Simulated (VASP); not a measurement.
## Ca: single point with PBEsol

The system is Ca.

```
Ca
1.0
     0.00000    2.43990    2.43990
     2.43990    0.00000    2.43990
     2.43990    2.43990    0.00000
Ca
1
Direct
  0.00000 0.00000 0.00000
```

```
Program                : VASP 6.6.1
Task                   : single point
Functional             : PBEsol
Potentials or basis    : VASP PAW PBE potentials, release 64 (Ca_sv)
Cutoff                 : 520 eV
k mesh                 : 8 × 8 × 8
Occupations            : fermi-dirac, width 0.05 eV
Spin                   : no spin polarisation
Dipole correction      : no
Further INCAR settings : ALGO = Normal; EDIFF = 1e-07; NBANDS = 11
```

```json
{
 "Pressure": "10.0 GPa",
 "Band gap on the k mesh": "0.21 eV, indirect (least direct gap 0.44 eV)"
}
```

Levels at points of the mesh, in eV from the valence-band top:
| k point | band 2 | band 3 | band 4 | band 5 | band 6 | band 7 | band 8 | band 9 |
| --- | --- | --- | --- | --- | --- | --- | --- | --- |
| (0.00, 0.00, 0.00) | -21.82 | -21.82 | -21.82 | -4.54 | 2.87 | 2.87 | 2.87 | 4.52 |
| (0.50, 0.00, 0.00) | -22.33 | -21.88 | -21.88 | -1.12 | 0.50 | 2.68 | 2.68 | 5.59 |
| (0.50, 0.50, 0.00) | -22.30 | -22.00 | -22.00 | -0.88 | 0.30 | 2.08 | 5.59 | 5.88 |

Wall time 12 s on 1 thread of Intel(R) Xeon(R) Platinum 8375C CPU @ 2.90GHz (Ice Lake) (shared host), peak memory 0.15 GiB.

Caveat: the PAW data sets were made with another functional, which shifts forces and pressure a little. A k mesh can miss the band edges.
